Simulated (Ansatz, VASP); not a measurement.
## Two plane-wave programs on PdPt2

```
CELL_PARAMETERS angstrom
0.00000 3.69593 3.69593
3.69593 0.00000 3.69593
3.69593 3.69593 0.00000
ATOMIC_POSITIONS crystal
Pd 0.00000 0.00000 0.00000
Pd 0.25000 0.25000 0.25000
Pt 0.12500 0.62500 0.62500
Pt 0.62500 0.62500 0.62500
Pt 0.62500 0.62500 0.12500
Pt 0.62500 0.12500 0.62500
```

Change from the starting cell: species swapped into the YPt2 type (Fd-3m, No. 227).

Alike in both runs: task relaxation of cell and atoms; functional PBE; k mesh 10 × 10 × 10; occupations gaussian, width 0.1 eV; no spin polarisation.

|  | VASP | Ansatz |
| --- | --- | --- |
| version | VASP 6.6.1 | Ansatz 0.2.0 |
| potentials or method | VASP PAW PBE potentials, release 64 (Pd, Pt), cutoff 600 eV | scalar-relativistic, plane waves, PAW |
| valence electrons in the cell | 60 | 108 |

VASP gave:

| Item | Value |
| --- | --- |
| gap on the k mesh at the Fermi level, each at its own relaxed structure (eV) | none |
| relaxed volume (Å³/atom) | 16.77 |
| relaxed cell length with the largest relative difference (Å) | 5.221 |

**Question.** Estimate Ansatz's values.

**Answer.** gap on the k mesh at the Fermi level, each at its own relaxed structure (eV): none; relaxed volume (Å³/atom): 16.80; relaxed cell length with the largest relative difference (Å): 5.224.

A gap of «none» marks a metal or a gap that the smearing closes. VASP's potentials hold 60 valence electrons a cell and Ansatz's 108, so a difference there can come from the potentials and not from the codes.

Neither program's run includes spin-orbit coupling.
